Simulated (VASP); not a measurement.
# SiPbO2 (P6_3mc) in VASP: further runs, part 2 of 2

VASP 6.6.1. The steps go on from the part before.

## Step 3: Single point, PBE

This run uses another cell than the first one, of 18.95 Å³/atom, 2.549 times its volume.

File INCAR:

```
PREC = Accurate
ENCUT = 520
EDIFF = 1E-6
ISMEAR = 0
SIGMA = 0.1
LREAL = F
LASPH = T
NELM = 80
ALGO = Normal
ISIF = 2
LWAVE = F
LCHARG = F
GGA = PE
NBANDS = 40
```

File KPOINTS:

```
regular mesh
0
Gamma
  6 6 2
```

File POSCAR:

```
SiPbO2
1.0
    2.8864455325     -0.0000000032      0.0000000000
   -1.4432227635      2.4997351594      0.0000000000
    0.0000000000      0.0000000000     21.0061465788
Si Pb O
2 2 4
Direct
    0.6666666667      0.3333333333      0.0879799825
    0.3333333333      0.6666666667      0.5879799825
    0.6666666667      0.3333333333      0.3383535719
    0.3333333333      0.6666666667      0.8383535719
    0.3333333333      0.6666666667      0.1290842649
    0.0000000000      0.0000000000      0.0468702907
    0.6666666667      0.3333333333      0.6290842649
    0.0000000000      0.0000000000      0.5468702907
```

Potentials or basis: VASP PAW PBE potentials, release 64 (Si, Pb_d, O).

On the command line:

```sh
> cat potpaw_PBE.64/Si/POTCAR potpaw_PBE.64/Pb_d/POTCAR potpaw_PBE.64/O/POTCAR > POTCAR
> mpirun -np 1 vasp_std > vasp.out
```

OUTCAR:

```text
PREC = Accurate
   ENCUT = 520
   EDIFF = 1E-6
   ISMEAR = 0
   LREAL = F
   LASPH = T
   NELM = 80
   ISIF = 2
   GGA = PE

 ion  position               nearest neighbor table
   1  0.667  0.333  0.088-   5 1.88   5 1.88   5 1.88   6 1.88   6 1.88   6 1.88
   2  0.333  0.667  0.588-   7 1.88   7 1.88   7 1.88   8 1.88   8 1.88   8 1.88
   3  0.667  0.333  0.338-
   4  0.333  0.667  0.838-
   5  0.333  0.667  0.129-   1 1.88   1 1.88   1 1.88
   6  0.000  0.000  0.047-   1 1.88   1 1.88   1 1.88
   7  0.667  0.333  0.629-   2 1.88   2 1.88   2 1.88
   8  0.000  0.000  0.547-   2 1.88   2 1.88   2 1.88

[... 803 lines left out ...]
  Total        0.1031038      0.1031038      0.1395150     -0.0000000      0.0000000     -0.0000000
  in kB        1.0898874      1.0898874      1.4747812     -0.0000000      0.0000000     -0.0000000
  external PRESSURE =       1.2181854 kB  Pullay stress =       0.0000000 kB

 VOLUME and BASIS-vectors are now :
 -----------------------------------------------------------------------------
  energy-cutoff  :      520.00
  volume of cell :      151.57
      direct lattice vectors                 reciprocal lattice vectors
     2.886445532 -0.000000003  0.000000000     0.346446863  0.200021189  0.000000000
    -1.443222763  2.499735159  0.000000000     0.000000000  0.400042379  0.000000000
     0.000000000  0.000000000 21.006146579     0.000000000  0.000000000  0.047605114

 POSITION                                       TOTAL-FORCE (eV/Angst)
 -----------------------------------------------------------------------------------
      1.44322      0.83325      1.84812         0.000000     -0.000000     -0.001140
      0.00000      1.66649     12.35119         0.000000     -0.000000     -0.001140
      1.44322      0.83325      7.10750         0.000000     -0.000000     -0.000596
      0.00000      1.66649     17.61058        -0.000000      0.000000     -0.000596
      0.00000      1.66649      2.71156         0.000000     -0.000000      0.022345
      0.00000      0.00000      0.98456         0.000000      0.000000     -0.020609
      1.44322      0.83325     13.21464        -0.000000      0.000000      0.022345
      0.00000      0.00000     11.48764        -0.000000     -0.000000     -0.020609
 -----------------------------------------------------------------------------------
    total drift:                                0.000000     -0.000000      0.000759

  FREE ENERGIE OF THE ION-ELECTRON SYSTEM (eV)
  ---------------------------------------------------
  free  energy   TOTEN  =       -49.4497848318 eV

  energy  without entropy=      -49.4324896960  energy(sigma->0) =      -49.44113726
```

OSZICAR:

```text
N       E                     dE             d eps       ncg     rms          rms(c)
DAV:   1     0.710386887724E+03    0.71039E+03   -0.28817E+04  1120   0.158E+03
DAV:   2     0.492692771076E+02   -0.66112E+03   -0.61547E+03  1216   0.443E+02
DAV:   3    -0.495709927939E+02   -0.98840E+02   -0.96832E+02  1456   0.192E+02
DAV:   4    -0.539499289768E+02   -0.43789E+01   -0.43541E+01  1416   0.444E+01
DAV:   5    -0.541272503941E+02   -0.17732E+00   -0.17723E+00  1536   0.863E+00    0.152E+01
DAV:   6    -0.494550101445E+02    0.46722E+01   -0.18769E+01  1320   0.172E+01    0.663E+00
DAV:   7    -0.494564406782E+02   -0.14305E-02   -0.64437E-01  1464   0.447E+00    0.286E+00
DAV:   8    -0.494466960489E+02    0.97446E-02   -0.42195E-02  1464   0.135E+00    0.122E+00
DAV:   9    -0.494502854967E+02   -0.35894E-02   -0.22760E-02  1264   0.957E-01    0.226E-01
DAV:  10    -0.494504340576E+02   -0.14856E-03   -0.25672E-03  1584   0.313E-01    0.787E-02
DAV:  11    -0.494501078551E+02    0.32620E-03   -0.45454E-04  1368   0.101E-01    0.257E-02
DAV:  12    -0.494499106457E+02    0.19721E-03   -0.92215E-05  1408   0.433E-02    0.170E-02
DAV:  13    -0.494497789728E+02    0.13167E-03   -0.15389E-04  1320   0.407E-02    0.837E-03
DAV:  14    -0.494497850893E+02   -0.61165E-05   -0.19732E-05  1264   0.209E-02    0.420E-03
DAV:  15    -0.494497848318E+02    0.25752E-06   -0.34335E-06  1080   0.763E-03
   1 F= -.49449785E+02 E0= -.49441137E+02  d E =-.172951E-01
```

stdout:

```text
POSCAR found type information on POSCAR SiPbO
 POSCAR found :  3 types and       8 ions
 scaLAPACK will be used
 LDA part: xc-table for (Slater+PW92), standard interpolation
 POSCAR, INCAR and KPOINTS ok, starting setup
 FFT: planning ... GRIDC
 FFT: planning ... GRID_SOFT
 FFT: planning ... GRID
 WAVECAR not read
 entering main loop
```

It took 73 s on 1 thread of Intel Xeon Platinum 8488C (Sapphire Rapids), shared host; peak memory 0.32 GiB.

Results:

```
Free energy            : -49.4498 eV
Pressure               : 0.1 GPa
Largest force          : 0.022 eV/Å
Band gap on the k mesh : zero (band 30 reaches 5.23 eV, above the bottom of band 31 at 3.73 eV)
```

Forces on the atoms (eV/Å):
```
Si   0.000  0.000 -0.001
Si   0.000  0.000 -0.001
Pb   0.000  0.000 -0.001
Pb   0.000  0.000 -0.001
O    0.000  0.000  0.022
O    0.000  0.000 -0.021
O    0.000  0.000  0.022
O    0.000  0.000 -0.021
```

Caveat: the k points lie up to 0.42 Å⁻¹ apart; spin-orbit coupling is left out, which moves the levels of the heavy elements.

## Step 4: Relaxation of cell and atoms, PBE

File INCAR:

```
SYSTEM = SiPbO2
PREC = Accurate ; ENCUT = 600
EDIFF = 1E-6 ; ISMEAR = 0
SIGMA = 0.1 ; LREAL = .False.
LASPH = .True. ; NELM = 80
ALGO = Normal ; ISIF = 3
LWAVE = .False. ; LCHARG = .False.
GGA = PE ; IBRION = 2
NSW = 90 ; EDIFFG = -0.04
```

File KPOINTS:

```
Automatic mesh
0
Gamma
  6 6 2
  0 0 0
```

File POSCAR:

```
SiPbO2
1.0
    2.6123874500      0.0000000000      0.0000000000
   -1.3061937200      2.2623938900      0.0000000000
    0.0000000000      0.0000000000     10.0598458500
Si Pb O
2 2 4
Direct
    0.6666666700      0.3333333300      0.0880720300
    0.3333333300      0.6666666700      0.5880720300
    0.6666666700      0.3333333300      0.3380720300
    0.3333333300      0.6666666700      0.8380720300
    0.3333333300      0.6666666700      0.1761440500
    0.0000000000      0.0000000000      0.0000000000
    0.6666666700      0.3333333300      0.6761440500
    0.0000000000      0.0000000000      0.5000000000
```

On the command line:

```sh
> cat potpaw_PBE.64/Si/POTCAR potpaw_PBE.64/Pb_d/POTCAR potpaw_PBE.64/O/POTCAR > POTCAR
> mpirun -np 1 vasp_std > vasp.out
```

Wall time 6.7 min (1 thread of Intel Xeon Platinum 8488C (Sapphire Rapids), shared host); peak memory 0.23 GiB.

It converged, with:

```yaml
Free_energy: -47.0355 eV
Relaxed_volume: 13.39 Å³/atom
Relaxed_cell: a = 2.928 Å, b = 2.928 Å, c = 14.427 Å, α = 90.00°, β = 90.00°, γ = 120.00°
Space_group_after_relaxing_to_0.05_Å: P6_3mc (No. 186)
Energy_gained_by_relaxing: 3427.8 meV/atom
Ionic_steps: 18
Pressure_after_relaxing: 0.0 GPa
Largest_force_after_relaxing: 0.038 eV/Å
Band_gap_on_the_k_mesh: zero (band 30 reaches 9.71 eV, above the bottom of band 31 at 8.04 eV)
```

Forces in eV/Å, atoms in the order of the input:
```
Si   0.000  0.000 -0.006
Si   0.000  0.000 -0.006
Pb   0.000  0.000 -0.038
Pb   0.000  0.000 -0.038
O    0.000  0.000  0.038
O    0.000  0.000  0.006
O    0.000  0.000  0.038
O    0.000  0.000  0.006
```

Stress tensor (GPa, compression positive):
```
-0.06  0.00  0.00
 0.00 -0.06  0.00
 0.00  0.00  0.02
```

Step by step:
| step | energy change (eV) | largest force (eV/Å) | pressure (GPa) | volume (Å³) |
| --- | --- | --- | --- | --- |
| 1 | 0.0000 | 6.8679 | 266.31 | 59.46 |
| 2 | 3.3392 | 1.1434 | -49.62 | 241.43 |
| 3 | -25.2637 | 0.9702 | -16.11 | 120.14 |
| 4 | -25.7566 | 0.9803 | -9.43 | 113.13 |
| 5 | -25.9134 | 0.9991 | -1.58 | 106.69 |
| 6 | -25.9099 | 0.9954 | -3.09 | 107.83 |
| 7 | -26.8348 | 0.7604 | -0.69 | 106.67 |
| 8 | -27.2773 | 0.9604 | 1.82 | 104.74 |
| 9 | -25.1637 | 2.6123 | 26.33 | 99.07 |
| 10 | -27.3310 | 0.8258 | 2.92 | 104.35 |
| 11 | -27.3356 | 0.7760 | 4.06 | 103.90 |
| 12 | -27.3719 | 0.4324 | -3.41 | 109.35 |
| 13 | -27.4080 | 0.2866 | -0.52 | 107.08 |
| 14 | -27.4197 | 0.1330 | 0.75 | 106.73 |
| 15 | -27.4206 | 0.0809 | 0.50 | 106.80 |
| 16 | -27.4218 | 0.0464 | -0.46 | 107.40 |
| 17 | -27.4220 | 0.0526 | -0.21 | 107.22 |
| 18 | -27.4225 | 0.0379 | -0.03 | 107.09 |

Final structure:
```xyz
8
Lattice="2.9277 0.0000 0.0000 -1.4638 2.5355 0.0000 0.0000 0.0000 14.4268" Properties=species:S:1:pos:R:3 pbc="T T T"
Si    1.4638    0.8452    1.2702
Si    0.0000    1.6903    8.4836
Pb    1.4638    0.8452    4.8859
Pb    0.0000    1.6903   12.0993
O     0.0000    1.6903    2.0931
O    -1.4638    2.5355    0.4399
O     1.4638    0.8452    9.3065
O     0.0000    0.0000    7.6533
```

Levels at points of the mesh, in eV from the Fermi level:
```csv
k point,band 27,band 28,band 29,band 30,band 31,band 32,band 33,band 34
"(0.00, 0.00, 0.00)",-6.41,-5.34,-3.02,-1.51,-0.73,0.57,1.81,1.96
"(0.50, 0.00, 0.00)",-5.95,-5.52,-4.48,-4.29,1.02,1.35,1.91,1.98
"(0.00, 0.00, 0.50)",-5.89,-5.89,-2.38,-2.38,0.06,0.06,1.90,1.90
"(0.50, 0.00, 0.50)",-5.64,-5.64,-4.39,-4.39,1.20,1.20,1.92,1.92
```

Caveat: the k points lie up to 0.41 Å⁻¹ apart in the final cell; the volume moved by over 15 % at a fixed basis, so the end points are rough; spin-orbit coupling is left out, which moves the levels of the heavy elements.

## Step 5: The runs side by side

| task | cell | cutoff (eV) | gap on the mesh (eV) | pressure (GPa) | largest force (eV/Å) |
| --- | --- | --- | --- | --- | --- |
| single point | a = 2.612, b = 2.612, c = 10.060 Å, angles 90.0, 90.0, 120.0°, 8 atoms | 520 | none | 266.6 | 6.87 |
| single point | a = 2.886, b = 2.886, c = 21.006 Å, angles 90.0, 90.0, 120.0°, 8 atoms | 520 | none | 0.1 | 0.02 |
| relaxation of cell and atoms | relaxed from a = 2.612, b = 2.612, c = 10.060 Å, angles 90.0, 90.0, 120.0°, 8 atoms | 600 | none | 0.0 | 0.04 |

Alike in all rows: level PBE; potentials or basis VASP PAW PBE potentials, release 64 (Si, Pb_d, O); no spin polarisation; k mesh 6 × 6 × 2; smearing gaussian 0.1 eV.

Caveats: all runs use coarse meshes; spin-orbit coupling is left out, which moves the levels of the heavy elements; forces of over 1 eV/Å act on the atoms, so gaps and moduli don't describe the material at rest (some runs); the volume moved by over 15 % at a fixed basis, so the end points are rough (some runs).

Total energies depend on the potentials used, so only differences within one code and one set of settings carry meaning.
